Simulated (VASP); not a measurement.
# CdS in VASP: notebook, part 2 of 2

VASP 6.6.1.

## (4) Single point, r2SCAN+D3(BJ), collinear spin

Input file POSCAR:

```
CdS
1.0
    0.0000000000      2.9165000000      2.9165000000
    2.9165000000      0.0000000000      2.9165000000
    2.9165000000      2.9165000000      0.0000000000
Cd S
1 1
Direct
    0.0000000000      0.0000000000      0.0000000000
    0.7500000000      0.7500000000      0.7500000000
```

Input file INCAR.step1:

```
  ALGO = Normal
  EDIFF = 1E-4
  ENCUT = 520
  GGA = PE
  ISMEAR = 0
  ISPIN = 2
  LASPH = True
  LCHARG = False
  LREAL = False
  LWAVE = True
  MAGMOM = 0.5 0
  NBANDS = 20
  NELM = 150
  PREC = Accurate
  SIGMA = 0.025
```

Input file INCAR.step2:

```
  ALGO = Normal
  EDIFF = 1E-7
  ENCUT = 520
  ISIF = 2
  ISMEAR = 0
  ISPIN = 2
  ISTART = 1
  IVDW = 12
  LASPH = True
  LCHARG = True
  LELF = True
  LMIXTAU = True
  LORBIT = 11
  LREAL = False
  LVHAR = True
  LWAVE = False
  MAGMOM = 0.5 0
  METAGGA = R2SCAN
  NBANDS = 20
  NELM = 150
  PREC = Accurate
  SIGMA = 0.025
  VDW_A1 = 0.49484001
  VDW_A2 = 5.73083694
  VDW_S6 = 1.0
  VDW_S8 = 0.78981345
```

Input file KPOINTS:

```
k-points
0
Gamma
  8 8 8
```

Potentials or basis: VASP PAW PBE potentials, release 64 (Cd, S).

Started as:

```sh
$ cat potpaw_PBE.64/Cd/POTCAR potpaw_PBE.64/S/POTCAR > POTCAR
$ cp INCAR.step1 INCAR
$ mpirun -np 1 vasp_std > vasp.out
$ cp INCAR.step2 INCAR
$ mpirun -np 1 vasp_std > vasp.out
```

OUTCAR:

```text
EDIFF = 1E-7
   ENCUT = 520
   ISIF = 2
   ISMEAR = 0
   ISPIN = 2
   ISTART = 1
   IVDW = 12
   LASPH = True
   LORBIT = 11
   LREAL = False
   METAGGA = R2SCAN
   NELM = 150
   PREC = Accurate
 IVDW          = 12

 ion  position               nearest neighbor table
   1  0.000  0.000  0.000-   2 2.53   2 2.53   2 2.53   2 2.53
   2  0.750  0.750  0.750-   1 2.53   1 2.53   1 2.53   1 2.53

  LATTYP: Found a face centered cubic cell.
 ALAT       =     5.8330000000

  Lattice vectors:

 A1 = (   0.0000000000,   2.9165000000,   2.9165000000)
 A2 = (   2.9165000000,   0.0000000000,   2.9165000000)
 A3 = (   2.9165000000,   2.9165000000,   0.0000000000)

Analysis of symmetry for initial positions (statically):
=====================================================================
 Subroutine PRICEL returns:
 Original cell was already a primitive cell.

 Routine SETGRP: Setting up the symmetry group for a
 face centered cubic supercell.

 Subroutine GETGRP returns: Found 24 space group operations
 (whereof 24 operations were pure point group operations)
 out of a pool of 48 trial point group operations.

The static configuration has the point symmetry T_d .

Analysis of symmetry for dynamics (positions and initial velocities):
=====================================================================
 Subroutine PRICEL returns:
 Original cell was already a primitive cell.

 Routine SETGRP: Setting up the symmetry group for a
 face centered cubic supercell.

 Subroutine GETGRP returns: Found 24 space group operations
 (whereof 24 operations were pure point group operations)
 out of a pool of 48 trial point group operations.

The dynamic configuration has the point symmetry T_d .

Analysis of structural, dynamic, and magnetic symmetry:
=====================================================================
 Subroutine PRICEL returns:
 Original cell was already a primitive cell.

 Routine SETGRP: Setting up the symmetry group for a
 face centered cubic supercell.
[... 149 lines left out ...]
  ext. energy  EPLUGINS =         0.00000000
  ---------------------------------------------------
  free energy    TOTEN  =       -29.67829053 eV

  energy without entropy =      -29.67829053  energy(sigma->0) =      -29.67829053

 E-fermi :   1.2134     XC(G=0):  -9.7341

 val. band max:        1.0507292332   @ k =   0.0000   0.0000   0.0000
 cond. band min:       2.6433216341   @ k =   0.0000   0.0000   0.0000
 fundamental gap:      1.5925924009
 Fermi energy:         1.2134322465

 spin component 1

 k-point     1 :       0.0000    0.0000    0.0000
  band No.  band energies     occupation
      1     -11.8260      1.00000
      2      -6.9173      1.00000
      3      -6.9173      1.00000
      4      -6.9173      1.00000
      5      -6.4030      1.00000
      6      -6.4030      1.00000
[... 541 lines left out ...]
     19      18.1047      0.00000
     20      20.7001      0.00000

 [... further k-points ...]

 spin component 2

 k-point     1 :       0.0000    0.0000    0.0000
  band No.  band energies     occupation
      1     -11.8260      1.00000
      2      -6.9173      1.00000
      3      -6.9173      1.00000
      4      -6.9173      1.00000
      5      -6.4030      1.00000
      6      -6.4030      1.00000
[... 541 lines left out ...]
     19      18.1047      0.00000
     20      20.7001      0.00000

 [... further k-points ...]

------------------------ aborting loop because EDIFF is reached ----------------------------------------

 Edisp (eV)   -0.29622

 E8    (eV) :    -0.0939

  FORCE on cell =-STRESS in cart. coord.  units (eV):
  Direction    XX          YY          ZZ          XY          YZ          ZX
  --------------------------------------------------------------------------------------
  -------------------------------------------------------------------------------------
  Total       0.25908     0.25908     0.25908     0.00000    -0.00000     0.00000
  in kB       8.36632     8.36632     8.36632     0.00000    -0.00000     0.00000
  external pressure =        8.37 kB  Pullay stress =        0.00 kB

 VOLUME and BASIS-vectors are now :
 -----------------------------------------------------------------------------
  energy-cutoff  :      520.00
  volume of cell :       49.62
      direct lattice vectors                 reciprocal lattice vectors
     0.000000000  2.916500000  2.916500000    -0.171438368  0.171438368  0.171438368
     2.916500000  0.000000000  2.916500000     0.171438368 -0.171438368  0.171438368
     2.916500000  2.916500000  0.000000000     0.171438368  0.171438368 -0.171438368

 POSITION                                       TOTAL-FORCE (eV/Angst)
 -----------------------------------------------------------------------------------
      0.00000      0.00000      0.00000        -0.000000     -0.000000     -0.000000
      4.37475      4.37475      4.37475         0.000000      0.000000      0.000000
 -----------------------------------------------------------------------------------
    total drift:                                0.000005      0.000005      0.000005

  FREE ENERGIE OF THE ION-ELECTRON SYSTEM (eV)
  ---------------------------------------------------
  free  energy   TOTEN  =       -29.9745107999 eV

  energy  without entropy=      -29.9745107999  energy(sigma->0) =      -29.97451080

 total charge

# of ion       s       p       d       tot
------------------------------------------
    1        0.407   0.321   9.581  10.309
    2        1.311   2.433   0.000   3.744
--------------------------------------------------
tot          1.717   2.755   9.581  14.054

 magnetization (x)

# of ion       s       p       d       tot
------------------------------------------
    1       -0.000   0.000   0.000  -0.000
    2       -0.000   0.000   0.000   0.000
--------------------------------------------------
tot         -0.000   0.000   0.000   0.000
```

OUTCAR.step1:

```text
EDIFF = 1E-4
   ENCUT = 520
   GGA = PE
   ISMEAR = 0
   ISPIN = 2
[... 1347 lines left out ...]
 -----------------------------------------------------------------------------------
      0.00000      0.00000      0.00000         0.000000      0.000000      0.000000
      4.37475      4.37475      4.37475        -0.000000     -0.000000     -0.000000
 -----------------------------------------------------------------------------------
    total drift:                               -0.000000     -0.000000     -0.000000

  FREE ENERGIE OF THE ION-ELECTRON SYSTEM (eV)
  ---------------------------------------------------
  free  energy   TOTEN  =        -6.1210901332 eV

  energy  without entropy=       -6.1210901332  energy(sigma->0) =       -6.12109013
```

Wall time 67 s (1 thread of Intel Xeon 6975P-C (Granite Rapids), shared host); peak memory 0.25 GiB.

Results:

```
Free energy                                           : -29.9745 eV
Pressure                                              : 0.8 GPa
Band gap on the k mesh                                : 1.59 eV
Net moment                                            : 0.00 μB per cell
Valence electrons inside the program's atomic spheres : Cd 10.31; S 3.74
Dispersion energy per atom                            : -0.148 eV
```

Caveat: the PAW data sets were made with another functional, which shifts forces and pressure a little.

## (5) Single point, PBE+D4, non-collinear spin, zero start, spin-orbit coupling

Input file INCAR:

```
ALGO = Normal
EDIFF = 1E-6
ENCUT = 520
GGA = PE
GGA_COMPAT = False
ISIF = 2
ISMEAR = -1
IVDW = 13
LASPH = True
LCHARG = False
LORBIT = 11
LORBMOM = True
LREAL = False
LSORBIT = True
LWAVE = False
MAGMOM = 0 0 0 0 0 0
NBANDS = 30
NELM = 150
PREC = Accurate
SIGMA = 0.1
```

KPOINTS is that of step 4.

POSCAR is that of step 4.

Started as:

```sh
$ cat potpaw_PBE.64/Cd/POTCAR potpaw_PBE.64/S/POTCAR > POTCAR
$ mpirun -np 1 vasp_ncl > vasp.out
```

It took 47 s on 1 thread of Intel Xeon 6975P-C (Granite Rapids), shared host; peak memory 0.35 GiB.

The run converged. Its results:

| Quantity | Value |
| --- | --- |
| Free energy | -6.7784 eV |
| Pressure | 0.9 GPa |
| Net moment | 0.00 μB per cell |
| Valence electrons inside the program's atomic spheres | Cd 10.32; S 3.73 |
| Dispersion energy per atom | -0.314 eV |

Moments on the atoms (μB; x, y, z):
```
Cd  0.00 0.00 0.00
S   0.00 0.00 0.00
```

## (6) The runs side by side

| level | spin | k mesh | smearing | grid for exact exchange (PRECFOCK) | share of exact exchange | screening parameter | gap on the mesh (eV) | pressure (GPa) | moment (μB) |
| --- | --- | --- | --- | --- | --- | --- | --- | --- | --- |
| HSE06 | off | 5 × 5 × 5 | fermi-dirac 0.05 eV | Normal | 0.25 | 0.2079 1/Å | 2.17 | 2.1 | - |
| BLYP | off | 6 × 6 × 6 | gaussian 0.1 eV | - | - | - | 1.12 | 6.5 | - |
| r2SCAN+D3(BJ) | collinear | 8 × 8 × 8 | gaussian 0.025 eV | - | - | - | 1.59 | 0.8 | 0.00 |
| PBE+D4 | non-collinear, zero start, SOC | 8 × 8 × 8 | fermi-dirac 0.1 eV | - | - | - | - | 0.9 | 0.00 |

Alike in all rows: task single point; potentials or basis VASP PAW PBE potentials, release 64 (Cd, S); cell as given; cutoff (eV) 520.

The pressure there spans 0.8 GPa (r2SCAN+D3(BJ)) to 2.1 GPa (HSE06); a positive pressure means that this level wants a larger cell, a negative one a smaller.

Caveats: the PAW data sets were made with another functional, which shifts forces and pressure a little (at least some runs); the cell stands under pressure (at least some runs).

Absolute energies hang on the potentials; compare differences alone.
